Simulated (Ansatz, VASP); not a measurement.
**One calculation of AlN, two programs**

Contents of INCAR:

```
SYSTEM = AlN
PREC = Accurate ; ENCUT = 600
EDIFF = 1E-6 ; ISMEAR = 0
SIGMA = 0.01 ; LREAL = .FALSE.
LASPH = .TRUE. ; NELM = 120
ALGO = Normal ; ISIF = 2
LWAVE = .FALSE. ; LCHARG = .FALSE.
GGA = PE ; NBANDS = 11
GGA_COMPAT = .FALSE.
```

File KPOINTS:

```
Automatic mesh
0
G
  6 6 6
  0 0 0
```

Contents of POSCAR:

```
AlN
1.0
   -0.0268500000      2.1843700000      2.2115600000
    2.1890800000     -0.0060500000      2.1907600000
    2.1913000000      2.1657800000     -0.0082700000
Al N
1 1
Direct
    0.9857036396      0.0141719988      0.0195157440
    0.7724500000      0.7357500000      0.7601700000
```

Input for Ansatz:

```yaml
crystal:
  lattice:
    - [-0.02685, 2.18437, 2.21156]
    - [2.18908, -0.00605, 2.19076]
    - [2.1913, 2.16578, -0.00827]
  atoms:
    - { symbol: Al, position: [0.9857036395715797, 0.01417199883688183, 0.01951574399153728] }
    - { symbol: "N", position: [0.77245, 0.73575, 0.76017] }
basis:
  ecutwfc: 540.0
  xc_grid: 2
kpoints:
  mp_grid:
    grid: [6, 6, 6]
hamiltonian:
  xc: pbe
scf:
  convergence:
    dr2_threshold: 1.0e-09
  occupations:
    method: fixed
output:
  forces: true
  stress: true
```

Alike in both runs: task single point; functional PBE; k mesh 6 × 6 × 6; no spin polarisation.

```csv
,VASP,Ansatz
version,VASP 6.6.1,Ansatz 0.2.0
potentials or method,"VASP PAW PBE potentials, release 64 (Al, N), cutoff 600 eV","plane waves, PAW"
occupations,"gaussian, width 0.01 eV",fixed
valence electrons in the cell,8,8
```

```tsv
	VASP	Ansatz	Ansatz less VASP
pressure (GPa)	3.0	3.3	+0.37
traceless stress, the component that is largest in VASP (GPa)	-6.11	-6.08	+0.028
rms of the force components (eV/Å)	0.812	0.810	-0.0024
```

Atom by atom the forces differ by 0.003 eV/Å (rms over components). Ansatz's warnings: stress scf threshold loose.
